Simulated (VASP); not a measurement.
Here is a VASP 6.6.1 calculation.

Contents of INCAR:

```
SYSTEM = Ti
ALGO     = Normal         ! electronic algorithm
EDIFF    = 1E-6           ! SCF threshold, eV
ENCUT    = 520            ! plane-wave cutoff, eV
GGA      = RE             ! functional
ISIF     = 2              ! what is computed and relaxed
ISMEAR   = -1             ! smearing method
ISPIN    = 2              ! spin polarisation
LASPH    = .TRUE.         ! aspherical terms in the spheres
LCHARG   = .FALSE.        ! write CHGCAR
LMAXMIX  = 4              ! l up to which the mixer works
LORBIT   = 11             ! projections on sites
LREAL    = .FALSE.        ! projectors in reciprocal space
LWAVE    = .FALSE.        ! write WAVECAR
MAGMOM   = 1 1            ! initial moments
NBANDS   = 23             ! bands
NELM     = 150            ! most SCF steps
PREC     = Accurate       ! precision mode
SIGMA    = 0.05           ! smearing width, eV
```

The input KPOINTS:

```
k-points
0
G
  20 20 11
  0 0 0
```

Contents of POSCAR:

```
Ti
1.0
    2.8786842237      0.0000000000      0.0000000000
   -1.4393421118      2.4930136672      0.0000000000
    0.0000000000      0.0000000000      4.5548398358
Ti
2
Direct
    0.3333333333      0.6666666667      0.2500000000
    0.6666666667      0.3333333333      0.7500000000
```

Potentials or basis: VASP PAW PBE potentials, release 64 (Ti_sv).

Run with:

```console
$ cat potpaw_PBE.64/Ti_sv/POTCAR > POTCAR
$ mpirun -np 1 vasp_std > vasp.out
```

(1) What does it give for the band gap on the k mesh?

(2) Estimate the pressure.

(3) Predict the net moment.

Results:

(1) zero (filled and empty bands overlap).

(2) 9.9 GPa.

(3) 0.00 μB per cell.

Caveat: the cell stands under pressure; the PAW data sets were made with another functional, which shifts forces and pressure a little.
